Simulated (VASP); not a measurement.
Input of a VASP 6.6.1 run:

POSCAR

```
P
1.0
    3.4665236214      0.0000000000      0.0000000000
    0.0000000000     36.7974240259      0.0000000000
    0.0000000000      0.0000000000      4.1564488800
P
4
Direct
    0.0000000000      0.9702614300      0.5921507200
    0.0000000000      0.0297385700      0.4078492800
    0.5000000000      0.0297385700      0.0921507200
    0.5000000000      0.9702614300      0.9078492800
```

The input INCAR.step1:

```
PREC = Accurate
ENCUT = 520
ISMEAR = 0
SIGMA = 0.05
LREAL = False
LASPH = True
NELM = 80
NBANDS = 18
GGA = PE
ALGO = Normal
EDIFF = 1E-4
LWAVE = True
LCHARG = False
```

The input INCAR.step2:

```
PREC = Accurate
ENCUT = 520
EDIFF = 1E-6
ISMEAR = 0
SIGMA = 0.05
LREAL = False
LASPH = True
NELM = 80
ALGO = Normal
ISIF = 2
LWAVE = False
LCHARG = True
METAGGA = R2SCAN
LMIXTAU = True
LELF = True
LVHAR = True
NBANDS = 18
ISTART = 1
```

The input KPOINTS:

```
regular mesh
0
Gamma
  10 1 8
```

Potentials or basis: VASP PAW PBE potentials, release 64 (P).

The run is started by

```bash
$ cat potpaw_PBE.64/P/POTCAR > POTCAR
$ cp INCAR.step1 INCAR
$ mpirun -np 1 vasp_std > vasp.out
$ cp INCAR.step2 INCAR
$ mpirun -np 1 vasp_std > vasp.out
```

(1) Predict the band gap on the k mesh.

(2) Predict the largest force.

Answers

(1) 0.28 eV (least direct gap 0.37 eV).

(2) 1.439 eV/Å.

Caveat: there is no dipole correction, which matters where the two faces differ; semilocal functionals underestimate gaps, and a narrow one can read as zero; the PAW data sets were made with another functional, which shifts forces and pressure a little.
